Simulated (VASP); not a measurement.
Wanted: the native input for a VASP 6.6.1 run.

```yaml
Task: single point
Functional: r2SCAN
Potentials_or_basis: VASP PAW PBE potentials, release 64 (Mn_pv, S)
Cutoff: 520 eV
k_mesh: 12 × 12 × 12
Occupations: gaussian, width 0.02 eV
Spin: collinear spin, ferromagnetic start
Starting_moments: "[4.73, 0.12] μB"
Dipole_correction: no
Further_INCAR_settings: ALGO = Normal; EDIFF = 1e-06; NBANDS = 20
```

Crystal: MnS.

```xyz
2
Lattice="0.0000 2.8234 2.8234 2.8234 0.0000 2.8234 2.8234 2.8234 0.0000" Properties=species:S:1:pos:R:3 pbc="T T T"
Mn    0.0000    0.0000    0.0000
S     4.2350    4.2350    4.2350
```

These files were run (other wordings do the same):

POSCAR

```
MnS
1.0
    0.0000000000      2.8233573899      2.8233573899
    2.8233573899      0.0000000000      2.8233573899
    2.8233573899      2.8233573899      0.0000000000
Mn S
1 1
Direct
    0.0000000000      0.0000000000      0.0000000000
    0.7500000000      0.7500000000      0.7500000000
```

INCAR.step1

```
SYSTEM = MnS
PREC = Accurate
ENCUT = 520
ISMEAR = 0
SIGMA = 0.02
LREAL = .False.
LASPH = .True.
NELM = 150
ISPIN = 2
MAGMOM = 4.73 0.12
LMAXMIX = 4
NBANDS = 20
GGA = PE
ALGO = Normal
EDIFF = 1E-4
LWAVE = .True.
LCHARG = .False.
```

INCAR.step2

```
SYSTEM = MnS
PREC = Accurate
ENCUT = 520
EDIFF = 1E-6
ISMEAR = 0
SIGMA = 0.02
LREAL = .False.
LASPH = .True.
NELM = 150
ALGO = Normal
ISIF = 2
LWAVE = .False.
LCHARG = .True.
ISPIN = 2
MAGMOM = 4.73 0.12
LORBIT = 11
LMAXMIX = 4
METAGGA = R2SCAN
LMIXTAU = .True.
LELF = .True.
LVHAR = .True.
NBANDS = 20
ISTART = 1
```

KPOINTS

```
regular mesh
0
Gamma
  12 12 12
  0 0 0
```

Potentials or basis: VASP PAW PBE potentials, release 64 (Mn_pv, S).

Command:

```console
$ cat potpaw_PBE.64/Mn_pv/POTCAR potpaw_PBE.64/S/POTCAR > POTCAR
$ cp INCAR.step1 INCAR
$ mpirun -np 1 vasp_std > vasp.out
$ cp INCAR.step2 INCAR
$ mpirun -np 1 vasp_std > vasp.out
```

It gave:

* Pressure: 0.1 GPa
* Band gap on the k mesh: 0.73 eV (least direct gap 1.23 eV)
* Net moment: 5.00 μB per cell
* Site moments: Mn +4.48; S +0.07 μB
* Valence electrons inside the program's atomic spheres: Mn 11.34; S 3.79

Caveat: semilocal functionals underestimate gaps, and a narrow one can read as zero; the PAW data sets were made with another functional, which shifts forces and pressure a little; a cell with one magnetic atom can't hold antiferromagnetic order, which such compounds often take.

Wall time 7.2 min on 1 thread of Intel(R) Xeon(R) Platinum 8259CL CPU @ 2.50GHz (Skylake/Cascade Lake), with other jobs on the host, peak memory 0.25 GiB.
